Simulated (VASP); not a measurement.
# GdN (Fm-3m) in VASP: notebook, part 3 of 3

VASP 6.6.1. Earlier steps stand in the parts before.

## Step 4: Single point, PBE+U, collinear spin, ferrimagnetic start

Input file INCAR:

```
PREC = Accurate
ENCUT = 520
EDIFF = 1E-6
ISMEAR = 0
SIGMA = 0.1
LREAL = F
LASPH = T
NELM = 150
ALGO = Normal
ISIF = 2
LWAVE = F
LCHARG = F
ISPIN = 2
MAGMOM = 7.63 -0.16
LORBIT = 11
LMAXMIX = 6
LDAU = T
LDAUTYPE = 2
LDAUL = 3 -1
LDAUU = 6 0
LDAUJ = 0 0
LDAUPRINT = 1
GGA = PE
ISYM = 0
NBANDS = 22
```

Input file KPOINTS:

```
Automatic mesh
0
Gamma
  6 6 8
```

Input file POSCAR:

```
GdN
1.0
    3.5369293785      0.0000000000      0.0000000000
    0.0000000000      3.5369293785      0.0000000000
    1.7684646893      1.7684646893      2.5009867481
Gd N
1 1
Direct
    0.5000000000      0.5000000000      0.0000000000
    0.0000000000      0.0000000000      0.0000000000
```

Potentials or basis: VASP PAW PBE potentials, release 64 (Gd, N).

The run is started by

```bash
> cat potpaw_PBE.64/Gd/POTCAR potpaw_PBE.64/N/POTCAR > POTCAR
> mpirun -np 1 vasp_std > vasp.out
```

OUTCAR:

```text
PREC = Accurate
   ENCUT = 520
   EDIFF = 1E-6
   ISMEAR = 0
   LREAL = F
   LASPH = T
   NELM = 150
   ISIF = 2
   ISPIN = 2
   LORBIT = 11
   GGA = PE
   ISYM = 0

 ion  position               nearest neighbor table
   1  0.500  0.500  0.000-   2 2.50   2 2.50   2 2.50   2 2.50   2 2.50   2 2.50
   2  0.000  0.000  0.000-   1 2.50   1 2.50   1 2.50   1 2.50   1 2.50   1 2.50

IMPORTANT INFORMATION: All symmetrisations will be switched off!
NOSYMM: (Re-)initialisation of all symmetry stuff for point group C_1.

----------------------------------------------------------------------------------------

                                     Primitive cell

  volume of cell :      31.2870

  direct lattice vectors                    reciprocal lattice vectors
     3.536929378  0.000000000  0.000000000     0.282731119  0.000000000 -0.199921091
     0.000000000  3.536929378  0.000000000     0.000000000  0.282731119 -0.199921091
     1.768464689  1.768464689  2.500986748     0.000000000  0.000000000  0.399842183

  length of vectors
     3.536929378  3.536929378  3.536929379     0.346273488  0.346273488  0.399842183

  position of ions in fractional coordinates (direct lattice)
     0.500000000  0.500000000  0.000000000
     0.000000000  0.000000000  0.000000000

  ion indices of the primitive-cell ions
   primitive index   ion index
                 1           1
                 2           2

----------------------------------------------------------------------------------------

 KPOINTS: Automatic mesh

Automatic generation of k-mesh.
[... 168 lines left out ...]
  o =  0.9926  v =  0.5665  0.0000 -0.4235  0.0017  0.4232  0.0022  0.5662  0.0000  0.0000  0.0000  0.0000  0.0000  0.0000  0.0000      0.0000  0.0000  0.0000  0.0000  0.0000  0.0000  0.0000  0.0000  0.0000  0.0000  0.0000  0.0000  0.0000  0.0000
  o =  0.9926  v =  0.1070 -0.0023 -0.0798  0.9817 -0.0813 -0.0000 -0.1090  0.0000  0.0000  0.0000  0.0000  0.0000  0.0000  0.0000      0.0000  0.0000  0.0000  0.0000  0.0000  0.0000  0.0000  0.0000  0.0000  0.0000  0.0000  0.0000  0.0000  0.0000
  o =  0.9927  v =  0.5492  0.0029 -0.4245 -0.1905 -0.4245 -0.0000 -0.5492  0.0000  0.0000  0.0000  0.0000  0.0000  0.0000  0.0000      0.0000  0.0000  0.0000  0.0000  0.0000  0.0000  0.0000  0.0000  0.0000  0.0000  0.0000  0.0000  0.0000  0.0000

 number of electron      23.0000005 magnetization       6.9999253

 Free energy of the ion-electron system (eV)
  ---------------------------------------------------
  ext. energy  EPLUGINS =         0.00000000
  ---------------------------------------------------
  free energy    TOTEN  =       -22.80992266 eV

  energy without entropy =      -22.80947984  energy(sigma->0) =      -22.80970125

 E-fermi :   3.6980     XC(G=0): -11.5277

 val. band max:        3.6146469951   @ k =   0.0000   0.0000   0.1250
 cond. band min:       3.7353474973   @ k =   0.0000   0.0000   0.3750
 fundamental gap:      0.1207005021
 Fermi energy:         3.6980211252

 spin component 1

 k-point     1 :       0.0000    0.0000    0.0000
  band No.  band energies     occupation
      1     -39.9909      1.00000
      2     -16.9855      1.00000
      3     -16.9853      1.00000
      4     -16.9852      1.00000
      5      -9.0817      1.00000
      6      -2.5728      1.00000
[... 1193 lines left out ...]
     21      14.5341      0.00000
     22      17.5015      0.00000

 [... further k-points ...]
[... 5 lines left out ...]
  --------------------------------------------------------------------------------------
  -------------------------------------------------------------------------------------
  Total        0.0720231      0.0720381      0.0652337      0.0057089      0.0002822      0.0003317
  in kB        3.6882295      3.6890020      3.3405529      0.2923465      0.0144537      0.0169871
  external PRESSURE =       3.5725948 kB  Pullay stress =       0.0000000 kB

 VOLUME and BASIS-vectors are now :
 -----------------------------------------------------------------------------
  energy-cutoff  :      520.00
  volume of cell :       31.29
      direct lattice vectors                 reciprocal lattice vectors
     3.536929378  0.000000000  0.000000000     0.282731119  0.000000000 -0.199921091
     0.000000000  3.536929378  0.000000000     0.000000000  0.282731119 -0.199921091
     1.768464689  1.768464689  2.500986748     0.000000000  0.000000000  0.399842183

 POSITION                                       TOTAL-FORCE (eV/Angst)
 -----------------------------------------------------------------------------------
      1.76846      1.76846      0.00000        -0.000003     -0.000002     -0.000004
      0.00000      0.00000      0.00000         0.000003      0.000002      0.000004
 -----------------------------------------------------------------------------------
    total drift:                               -0.000014      0.000004     -0.000010

  FREE ENERGIE OF THE ION-ELECTRON SYSTEM (eV)
  ---------------------------------------------------
  free  energy   TOTEN  =       -22.8099226583 eV

  energy  without entropy=      -22.8094798358  energy(sigma->0) =      -22.80970125

 total charge

# of ion       s       p       d       f       tot
--------------------------------------------------
    1        2.035   5.667   0.537   6.972  15.211
    2        1.248   2.385   0.000   0.000   3.633
--------------------------------------------------
tot          3.283   8.052   0.537   6.972  18.844

 magnetization (x)

# of ion       s       p       d       f       tot
--------------------------------------------------
    1       -0.006  -0.086   0.071   6.893   6.872
    2       -0.009  -0.106   0.000   0.000  -0.114
--------------------------------------------------
tot         -0.015  -0.192   0.071   6.893   6.757
```

stdout:

```text
POSCAR found type information on POSCAR GdN
 POSCAR found :  2 types and       2 ions
 scaLAPACK will be used
 LDA part: xc-table for (Slater+PW92), standard interpolation
 -----------------------------------------------------------------------------
|                                                                             |
|           W    W    AA    RRRRR   N    N  II  N    N   GGGG   !!!           |
|           W    W   A  A   R    R  NN   N  II  NN   N  G    G  !!!           |
|           W    W  A    A  R    R  N N  N  II  N N  N  G       !!!           |
|           W WW W  AAAAAA  RRRRR   N  N N  II  N  N N  G  GGG   !            |
|           WW  WW  A    A  R   R   N   NN  II  N   NN  G    G                |
|           W    W  A    A  R    R  N    N  II  N    N   GGGG   !!!           |
|                                                                             |
|     Your reciprocal lattice and k-lattice belong to different lattice       |
|     classes:                                                                |
|                                                                             |
|        The reciprocal lattice is body-centered cubic,                       |
|        whereas your k-lattice is base-centered monoclinic.                  |
|                                                                             |
|     Results are often still useful ...                                      |
|                                                                             |
 -----------------------------------------------------------------------------

 POSCAR, INCAR and KPOINTS ok, starting setup
 FFT: planning ... GRIDC
 FFT: planning ... GRID_SOFT
 FFT: planning ... GRID
 WAVECAR not read
 entering main loop
```

Run time: 2.6 min. Hardware: 1 thread of Intel Xeon 6975P-C (Granite Rapids), shared host; peak memory 0.31 GiB.

Results:

```
Free energy                                           : -22.8099 eV
Pressure                                              : 0.4 GPa
Band gap on the k mesh                                : zero (filled and empty bands overlap)
Net moment                                            : 7.00 μB per cell
Site moments                                          : Gd +6.87; N -0.11 μB
Valence electrons inside the program's atomic spheres : Gd 15.21; N 3.63
```

Eigenvalues of the final occupation matrices:
| site | spin | trace | eigenvalues |
| --- | --- | --- | --- |
| site 1 f | 1 | 6.94 | 0.99 0.99 0.99 0.99 0.99 0.99 0.99 |
| site 1 f | 2 | 0.04 | 0.00 0.00 0.00 0.00 0.01 0.01 0.01 |

Caveat: the k points lie up to 0.36 Å⁻¹ apart; spin-orbit coupling is left out, which moves the levels of the heavy elements; a cell with one magnetic atom can't hold antiferromagnetic order, which such compounds often take. The state reached can hang on the start; a lower one may exist.

## Step 5: The runs side by side

| spin | cell | k mesh | gap on the mesh (eV) | pressure (GPa) | moment (μB) |
| --- | --- | --- | --- | --- | --- |
| collinear, ferromagnetic start | a = 3.535 Å, angles 60.0°, 2 atoms | 6 × 6 × 6 | none | 0.7 | 7.00 |
| collinear, ferrimagnetic start | a = 3.537 Å, angles 60.0°, 2 atoms | 14 × 14 × 14 | none | 0.3 | 7.00 |
| collinear, ferrimagnetic start | a = 3.537 Å, angles 60.0, 60.0, 90.0°, 2 atoms | 6 × 6 × 8 | none | 0.4 | 7.00 |

Alike in all rows: task single point; level PBE+U; potentials or basis VASP PAW PBE potentials, release 64 (Gd, N); Gd f U = 6.0 eV; cutoff (eV) 520; smearing gaussian 0.1 eV.

Caveats: some runs use coarse meshes; spin-orbit coupling is left out, which moves the levels of the heavy elements; a cell with one magnetic atom can't hold antiferromagnetic order, which such compounds often take.

Absolute energies hang on the potentials; compare differences alone.
